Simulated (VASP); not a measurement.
# Sb2S3 (Stibnite): single point with PBE

The system is Sb2S3 (Stibnite).

```xyz
20
Lattice="13.3290 0.0000 0.0000 0.0000 3.8761 0.0000 0.0000 0.0000 11.2938" Properties=species:S:1:pos:R:3 pbc="T T T"
Sb    6.1570    0.9690    3.7498
Sb    0.5075    2.9071    9.3966
Sb   12.8215    0.9690    1.8971
Sb    7.1721    2.9071    7.5440
Sb    4.9629    2.9071    0.3876
Sb    1.7016    0.9690    6.0344
Sb   11.6274    2.9071    5.2593
Sb    8.3662    0.9690   10.9062
S     4.2073    0.9690    2.1022
S     2.4572    2.9071    7.7490
S    10.8718    0.9690    3.5447
S     9.1218    2.9071    9.1916
S     7.2039    2.9071    1.4092
S    12.7897    0.9690    7.0561
S     0.5394    2.9071    4.2377
S     6.1251    0.9690    9.8845
S     5.0806    2.9071    5.0341
S     1.5839    0.9690   10.6809
S    11.7452    2.9071    0.6128
S     8.2484    0.9690    6.2597
```

This cell differs from its parent crystal: volume scaled by 1.10, then relaxed in part.

- Program: VASP 6.6.1
- Task: single point
- Functional: PBE
- Potentials or basis: VASP PAW PBE potentials, release 64 (Sb, S)
- Cutoff: 500 eV
- k mesh: 4 × 8 × 4
- Occupations: gaussian, width 0.02 eV
- Spin: no spin polarisation

| Quantity | Value |
| --- | --- |
| Pressure | -0.6 GPa |
| Largest force | 0.016 eV/Å |
| Band gap on the k mesh | 1.31 eV, indirect (least direct gap 1.39 eV) |

Forces on the atoms (eV/Å):
```
Sb   0.006  0.000 -0.015
Sb  -0.006  0.000 -0.015
Sb   0.006  0.000  0.015
Sb  -0.006  0.000  0.015
Sb   0.004  0.000 -0.007
Sb  -0.004  0.000 -0.007
Sb   0.004  0.000  0.007
Sb  -0.004  0.000  0.007
S    0.007  0.000  0.003
S   -0.007  0.000  0.003
S    0.007  0.000 -0.003
S   -0.007  0.000 -0.003
S    0.003  0.000  0.009
S   -0.003  0.000  0.009
S    0.003  0.000 -0.009
S   -0.003  0.000 -0.009
S   -0.007  0.000  0.001
S    0.007  0.000  0.001
S   -0.007  0.000 -0.001
S    0.007  0.000 -0.001
```

Levels at points of the mesh, in eV from the valence-band top:
```csv
k point,band 52,band 53,band 54,band 55,band 56,band 57,band 58,band 59,band 60,band 61
"(0.00, 0.00, 0.00)",-0.43,-0.26,-0.07,-0.05,-0.04,1.60,1.75,1.77,1.79,1.90
"(0.50, 0.00, 0.00)",-0.50,-0.17,-0.17,0.00,0.00,1.57,1.57,1.87,1.87,2.05
"(0.00, 0.50, 0.00)",-1.13,-0.45,-0.45,-0.30,-0.30,2.44,2.44,2.49,2.49,2.66
"(0.50, 0.50, 0.00)",-1.12,-0.37,-0.37,-0.37,-0.37,2.40,2.40,2.40,2.40,2.84
"(0.00, 0.00, 0.50)",-0.58,-0.21,-0.21,-0.10,-0.10,1.31,1.31,2.05,2.05,2.23
"(0.50, 0.00, 0.50)",-0.55,-0.24,-0.24,-0.17,-0.17,1.33,1.33,2.00,2.00,2.14
"(0.00, 0.50, 0.50)",-1.01,-0.69,-0.69,-0.58,-0.58,2.08,2.08,2.36,2.36,2.99
"(0.50, 0.50, 0.50)",-1.00,-0.65,-0.65,-0.65,-0.65,2.25,2.25,2.25,2.25,2.96
```

It took 5.6 min on 4 MPI ranks on Intel(R) Xeon(R) 6975P-C (Granite Rapids), on a shared host, peak memory 1.3 GiB a rank.

Caveat: spin-orbit coupling is left out, which moves the levels of the heavy elements. A k mesh can miss the band edges.
